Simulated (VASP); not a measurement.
# FeNi3 (Pm-3m) in VASP: notebook

The runs below take FeNi3 through single point, relaxation of cell and atoms, with PBEsol.

All numbers are computed with VASP 6.6.1; they aren't measurements. Logs are shortened: lines on timing, memory, paths and dates and some standing lists are left out, and cuts for length are marked.

### 1 The cell of the first run

The structure is cubic, space group Pm-3m (No. 221). Conventional cell: a = 3.490 Å, b = 3.490 Å, c = 3.490 Å, α = 90.00°, β = 90.00°, γ = 90.00°. Ni (site symmetry 4/mmm) has 8 Ni at 2.47 Å and 4 Fe at 2.47 Å within 3.3 Å. Within 3.3 Å of Fe (site symmetry m-3m) lie 12 Ni at 2.47 Å.

### 2 Single point, PBEsol, collinear spin, ferromagnetic start

Contents of INCAR:

```
SYSTEM = FeNi3
ALGO = Normal
EDIFF = 1E-6
ENCUT = 520
GGA = PS
ISIF = 2
ISMEAR = -1
ISPIN = 2
LASPH = .True.
LCHARG = .False.
LMAXMIX = 4
LORBIT = 11
LREAL = .False.
LWAVE = .False.
MAGMOM = 1 1 1 3
NBANDS = 31
NELM = 150
PREC = Accurate
SIGMA = 0.05
```

Contents of KPOINTS:

```
k-points
0
Gamma
  8 8 8
  0 0 0
```

Contents of POSCAR:

```
FeNi3
1.0
    3.4904798373      0.0000000000      0.0000000000
    0.0000000000      3.4904798373      0.0000000000
    0.0000000000      0.0000000000      3.4904798373
Ni Fe
3 1
Direct
    0.5000000000      0.5000000000      0.0000000000
    0.5000000000      0.0000000000      0.5000000000
    0.0000000000      0.5000000000      0.5000000000
    0.0000000000      0.0000000000      0.0000000000
```

Potentials or basis: VASP PAW PBE potentials, release 64 (Ni, Fe).

Launch:

```console
$ cat potpaw_PBE.64/Ni/POTCAR potpaw_PBE.64/Fe/POTCAR > POTCAR
$ mpirun -np 1 vasp_std > vasp.out
```

OUTCAR:

```text
SYSTEM = FeNi3
   EDIFF = 1E-6
   ENCUT = 520
   GGA = PS
   ISIF = 2
   ISMEAR = -1
   ISPIN = 2
   LASPH = .True.
   LORBIT = 11
   LREAL = .False.
   NELM = 150
   PREC = Accurate

 ion  position               nearest neighbor table
   1  0.500  0.500  0.000-   2 2.47   3 2.47   4 2.47   2 2.47   3 2.47   2 2.47   4 2.47   2 2.47
                             3 2.47   4 2.47   3 2.47   4 2.47
   2  0.500  0.000  0.500-   1 2.47   3 2.47   4 2.47   1 2.47   4 2.47   1 2.47   3 2.47   1 2.47
                             3 2.47   4 2.47   4 2.47   3 2.47
   3  0.000  0.500  0.500-   1 2.47   2 2.47   4 2.47   1 2.47   4 2.47   2 2.47   4 2.47   4 2.47
                             1 2.47   2 2.47   1 2.47   2 2.47
   4  0.000  0.000  0.000-   1 2.47   2 2.47   3 2.47   2 2.47   3 2.47   1 2.47   3 2.47   3 2.47
                             1 2.47   2 2.47   2 2.47   1 2.47

  LATTYP: Found a simple cubic cell.
 ALAT       =     3.4904798373

  Lattice vectors:

 A1 = (   3.4904798373,   0.0000000000,   0.0000000000)
 A2 = (   0.0000000000,   3.4904798373,   0.0000000000)
 A3 = (   0.0000000000,   0.0000000000,   3.4904798373)

Analysis of symmetry for initial positions (statically):
=====================================================================
 Subroutine PRICEL returns:
 Original cell was already a primitive cell.

 Routine SETGRP: Setting up the symmetry group for a
 simple cubic supercell.

 Subroutine GETGRP returns: Found 48 space group operations
 (whereof 48 operations were pure point group operations)
 out of a pool of 48 trial point group operations.

The static configuration has the point symmetry O_h .

Analysis of symmetry for dynamics (positions and initial velocities):
=====================================================================
 Subroutine PRICEL returns:
 Original cell was already a primitive cell.

 Routine SETGRP: Setting up the symmetry group for a
 simple cubic supercell.

 Subroutine GETGRP returns: Found 48 space group operations
 (whereof 48 operations were pure point group operations)
 out of a pool of 48 trial point group operations.

The dynamic configuration has the point symmetry O_h .

Analysis of structural, dynamic, and magnetic symmetry:
=====================================================================
 Subroutine PRICEL returns:
 Original cell was already a primitive cell.

 Routine SETGRP: Setting up the symmetry group for a
 simple cubic supercell.

 Subroutine GETGRP returns: Found 48 space group operations
 (whereof 48 operations were pure point group operations)
 out of a pool of 48 trial point group operations.

The overall configuration has the point symmetry O_h .

 Subroutine INISYM returns: Found 48 space group operations
 (whereof 48 operations are pure point group operations),
 and found     1 'primitive' translations

----------------------------------------------------------------------------------------

                                     Primitive cell

  volume of cell :      42.5261

  direct lattice vectors                    reciprocal lattice vectors
     3.490479837  0.000000000  0.000000000     0.286493562  0.000000000  0.000000000
     0.000000000  3.490479837  0.000000000     0.000000000  0.286493562  0.000000000
     0.000000000  0.000000000  3.490479837     0.000000000  0.000000000  0.286493562

  length of vectors
     3.490479837  3.490479837  3.490479837     0.286493562  0.286493562  0.286493562

  position of ions in fractional coordinates (direct lattice)
     0.500000000  0.500000000  0.000000000
     0.500000000  0.000000000  0.500000000
     0.000000000  0.500000000  0.500000000
     0.000000000  0.000000000  0.000000000

  ion indices of the primitive-cell ions
   primitive index   ion index
                 1           1
                 2           2
                 3           3
                 4           4

----------------------------------------------------------------------------------------

 KPOINTS: k-points

Automatic generation of k-mesh.
 Grid dimensions read from file:
 generate k-points for:    8    8    8

 Generating k-lattice:

  Cartesian coordinates                     Fractional coordinates (reciprocal lattice)
     0.035811695  0.000000000  0.000000000     0.125000000  0.000000000  0.000000000
     0.000000000  0.035811695  0.000000000     0.000000000  0.125000000  0.000000000
     0.000000000  0.000000000  0.035811695     0.000000000  0.000000000  0.125000000

  Length of vectors
     0.035811695  0.035811695  0.035811695

  Shift w.r.t. Gamma in fractional coordinates (k-lattice)
     0.000000000  0.000000000  0.000000000

 Subroutine IBZKPT returns following result:
 ===========================================

 Found     35 irreducible k-points:

 Following reciprocal coordinates:
            Coordinates               Weight
  0.000000  0.000000  0.000000      1.000000
  0.125000  0.000000  0.000000      6.000000
  0.250000  0.000000  0.000000      6.000000
  0.375000  0.000000  0.000000      6.000000
  0.500000  0.000000  0.000000      3.000000
  0.125000  0.125000  0.000000     12.000000
[... 16 lines left out ...]
  0.375000  0.375000  0.125000     24.000000
  0.500000  0.375000  0.125000     24.000000
 [... further k-points ...]
   k-points           NKPTS =     35   k-points in BZ     NKDIM =     35   number of bands    NBANDS=     31
   number of dos      NEDOS =    301   number of ions     NIONS =      4
   total plane-waves  NPLWV =  21952
   dimension x,y,z NGX =    28 NGY =   28 NGZ =   28
   dimension x,y,z NGXF=    56 NGYF=   56 NGZF=   56
   ions per type =               3   1
   NGX,Y,Z   is equivalent  to a cutoff of  13.34, 13.34, 13.34 a.u.
   NGXF,Y,Z  is equivalent  to a cutoff of  26.67, 26.67, 26.67 a.u.
 SYSTEM =  FeNi3
   PREC   = accura    normal or accurate (medium, high low for compatibility)
   ISTART =      0    job   : 0-new  1-cont  2-samecut
   ICHARG =      2    charge: 1-file 2-atom 10-const
   ISPIN  =      2    spin polarized calculation?
   LNONCOLLINEAR =      F non collinear calculations
   LSORBIT =      F    spin-orbit coupling
   LASPH  =      T    aspherical Exc in radial PAW
   ENCUT  =  520.0 eV  38.22 Ry    6.18 a.u.   6.49  6.49  6.49*2*pi/ulx,y,z
   NELM   =    150;   NELMIN=  2; NELMDL= -5     # of ELM steps
   EDIFF  = 0.1E-05   stopping-criterion for ELM
   LREAL  =      F    real-space projection
   EDIFFG = 0.1E-04   stopping-criterion for IOM
   NSW    =      0    number of steps for IOM
   IBRION =     -1    ionic relax: 0-MD 1-quasi-New 2-CG
   NFREE  =      0    steps in history (QN), initial steepest desc. (CG)
   ISIF   =      2    stress and relaxation
   ISYM   =      2    0-nonsym 1-usesym 2-fastsym
   POTIM  = 0.5000    time-step for ionic-motion
   TEBEG  =    0.0;   TEEND  =   0.0 temperature during run
   PSTRESS=    0.0 pullay stress
   NELECT =      38.0000    total number of electrons
   NUPDOWN=      -1.0000    fix difference up-down
   EMIN   =  10.00;   EMAX   =-10.00  energy-range for DOS
   EFERMI =   0.00;   METHOD = LEGACY
   ISMEAR =    -1;   SIGMA  =   0.05  broadening in eV -4-tet -1-fermi 0-gaus
   EFERMI_NEDOS =   21; number of points for ismear=-14 and -15
   IALGO  =     38    algorithm
   IMIX   =      4    mixing-type and parameters
     AMIX     =   0.40;   BMIX     =  1.00
     AMIX_MAG =   1.60;   BMIX_MAG =  1.00
  volume/ion in A,a.u.               =      10.63        71.75
  Fermi-wavevector in a.u.,A,eV,Ry     =   1.576828  2.979772 33.829328  2.486385
  Thomas-Fermi vector in A             =   2.677602
   LORBIT       =     11    0 simple, 1 ext, 2 COOP (PROOUT), +10 PAW based schemes
   GGA     = PS    functional components
   LHFCALC =     F    Hartree Fock is set to
   AEXX    =    0.0000 exact exchange contribution
   IVDW    =     0    specifies the selected vdW correction
   LEPSILON=     F    determine dielectric tensor
   LRPA    =     F    only Hartree local field effects (RPA)
 spin polarized calculation
  energy-cutoff  :      520.00
  volume of cell :       42.53
 maximum number of plane-waves:      1189
 NGX is ok and might be reduce to    28
   NGX = 13   NGY = 13   NGZ = 13

 number of electron      37.9999983 magnetization       4.6765327

 Free energy of the ion-electron system (eV)
  ---------------------------------------------------
  ext. energy  EPLUGINS =         0.00000000
  ---------------------------------------------------
  free energy    TOTEN  =       -27.65153387 eV

  energy without entropy =      -27.62459558  energy(sigma->0) =      -27.63806472

 E-fermi :   9.0020     XC(G=0): -13.5911

 val. band max:        8.9889831853   @ k =   0.0000   0.0000   0.0000
 cond. band min:       9.0041075909   @ k =   0.5000   0.3750   0.0000
 fundamental gap:      0.0151244056
 Fermi energy:         9.0019575310

 spin component 1

 k-point     1 :       0.0000    0.0000    0.0000
  band No.  band energies     occupation
      1      -0.4315      1.00000
      2       3.4566      1.00000
      3       3.4566      1.00000
      4       4.0931      1.00000
      5       4.2281      1.00000
      6       4.2281      1.00000
[... 805 lines left out ...]
     30      23.2049      0.00000
     31      25.6985      0.00000

 [... further k-points ...]

 spin component 2

 k-point     1 :       0.0000    0.0000    0.0000
  band No.  band energies     occupation
      1      -0.3439      1.00000
      2       4.4517      1.00000
      3       4.4517      1.00000
      4       4.4813      1.00000
      5       5.1842      1.00000
      6       5.1842      1.00000
[... 805 lines left out ...]
     30      23.6514      0.00000
     31      25.8756      0.00000

 [... further k-points ...]
[... 5 lines left out ...]
  --------------------------------------------------------------------------------------
  -------------------------------------------------------------------------------------
  Total       -0.1125826     -0.1125826     -0.1125826     -0.0000000     -0.0000000      0.0000000
  in kB       -4.2415679     -4.2415679     -4.2415679     -0.0000000     -0.0000000      0.0000000
  external PRESSURE =      -4.2415679 kB  Pullay stress =       0.0000000 kB

 VOLUME and BASIS-vectors are now :
 -----------------------------------------------------------------------------
  energy-cutoff  :      520.00
  volume of cell :       42.53
      direct lattice vectors                 reciprocal lattice vectors
     3.490479837  0.000000000  0.000000000     0.286493562  0.000000000  0.000000000
     0.000000000  3.490479837  0.000000000     0.000000000  0.286493562  0.000000000
     0.000000000  0.000000000  3.490479837     0.000000000  0.000000000  0.286493562

 POSITION                                       TOTAL-FORCE (eV/Angst)
 -----------------------------------------------------------------------------------
      1.74524      1.74524      0.00000         0.000000      0.000000      0.000000
      1.74524      0.00000      1.74524         0.000000      0.000000      0.000000
      0.00000      1.74524      1.74524         0.000000      0.000000      0.000000
      0.00000      0.00000      0.00000         0.000000      0.000000      0.000000
 -----------------------------------------------------------------------------------
    total drift:                                0.000000      0.000000      0.000000

  FREE ENERGIE OF THE ION-ELECTRON SYSTEM (eV)
  ---------------------------------------------------
  free  energy   TOTEN  =       -27.6515338709 eV

  energy  without entropy=      -27.6245955767  energy(sigma->0) =      -27.63806472

 total charge

# of ion       s       p       d       tot
------------------------------------------
    1        0.526   0.557   8.343   9.426
    2        0.526   0.557   8.343   9.426
    3        0.526   0.557   8.343   9.426
    4        0.495   0.544   6.149   7.188
--------------------------------------------------
tot          2.073   2.214  31.178  35.466

 magnetization (x)

# of ion       s       p       d       tot
------------------------------------------
    1       -0.015  -0.042   0.669   0.612
    2       -0.015  -0.042   0.669   0.612
    3       -0.015  -0.042   0.669   0.612
    4        0.009   0.002   2.824   2.835
--------------------------------------------------
tot         -0.037  -0.123   4.830   4.670
```

Wall time 67 s (1 thread of AMD EPYC 9R45 (Zen 5), shared host); peak memory 0.18 GiB.

Results:

| Property | Result |
| --- | --- |
| Free energy | -27.6515 eV |
| Pressure | -0.4 GPa |
| Net moment | 4.68 μB per cell |
| Site moments | Ni +0.61; Fe +2.83 μB |
| Valence electrons inside the program's atomic spheres | Ni 9.43; Fe 7.19 |

Caveat: the PAW data sets were made with another functional, which shifts forces and pressure a little.

### 3 Single point, PBEsol, collinear spin, ferromagnetic start

Contents of INCAR:

```
SYSTEM = FeNi3
PREC = Accurate ; ENCUT = 520
EDIFF = 1E-6 ; ISMEAR = -1
SIGMA = 0.05 ; LREAL = .False.
LASPH = .True. ; NELM = 150
ALGO = Fast ; ISIF = 2
LWAVE = .False. ; LCHARG = .False.
ISPIN = 2 ; MAGMOM = 1 1 1 3
LORBIT = 11 ; LMAXMIX = 4
GGA = PS ; NBANDS = 31
```

Contents of KPOINTS:

```
regular mesh
0
Gamma
  8 8 8
  0 0 0
```

Contents of POSCAR:

```
FeNi3
1.0
    3.4887598604      0.0000000000      0.0000000000
    0.0000000000      3.4887598604      0.0000000000
    0.0000000000      0.0000000000      3.4887598604
Ni Fe
3 1
Direct
    0.5000000000      0.5000000000      0.0000000000
    0.5000000000      0.0000000000      0.5000000000
    0.0000000000      0.5000000000      0.5000000000
    0.0000000000      0.0000000000      0.0000000000
```

Potentials or basis: VASP PAW PBE potentials, release 64 (Ni, Fe).

Launch:

```console
$ cat potpaw_PBE.64/Ni/POTCAR potpaw_PBE.64/Fe/POTCAR > POTCAR
$ mpirun -np 1 vasp_std > vasp.out
```

It took 84 s on 1 thread of AMD EPYC 9R45 (Zen 5), shared host; peak memory 0.19 GiB.

The run converged. Its results:

- Free energy: -27.6516 eV
- Pressure: -0.1 GPa
- Net moment: 4.67 μB per cell
- Site moments: Ni +0.61; Fe +2.83 μB
- Valence electrons inside the program's atomic spheres: Ni 9.43; Fe 7.19

Levels at points of the mesh, in eV from the Fermi level:
Spin up:
| k point | band 19 | band 20 | band 21 | band 22 | band 23 | band 24 |
| --- | --- | --- | --- | --- | --- | --- |
| (0.00, 0.00, 0.00) | -0.58 | -0.58 | -0.58 | 2.23 | 2.23 | 2.23 |
| (0.50, 0.00, 0.00) | -1.37 | -1.06 | -0.63 | -0.58 | 7.74 | 7.74 |
| (0.50, 0.50, 0.00) | -1.54 | -1.53 | 0.84 | 0.84 | 0.91 | 0.94 |
| (0.50, 0.50, 0.50) | -0.77 | -0.77 | -0.62 | -0.62 | -0.62 | -0.52 |
Spin down:
| k point | band 14 | band 15 | band 16 | band 17 | band 18 | band 19 | band 20 | band 21 |
| --- | --- | --- | --- | --- | --- | --- | --- | --- |
| (0.00, 0.00, 0.00) | 0.27 | 0.27 | 0.27 | 1.00 | 1.01 | 1.32 | 1.32 | 1.32 |
| (0.50, 0.00, 0.00) | -1.04 | -0.92 | -0.42 | -0.17 | -0.17 | 0.27 | 0.46 | 0.59 |
| (0.50, 0.50, 0.00) | -1.29 | -1.29 | -0.86 | -0.75 | 0.14 | 0.14 | 0.32 | 1.48 |
| (0.50, 0.50, 0.50) | -0.51 | -0.51 | -0.51 | 0.04 | 0.04 | 0.04 | 0.83 | 0.83 |

Caveat: the PAW data sets were made with another functional, which shifts forces and pressure a little.

(Part 1 of 2 ends here.)
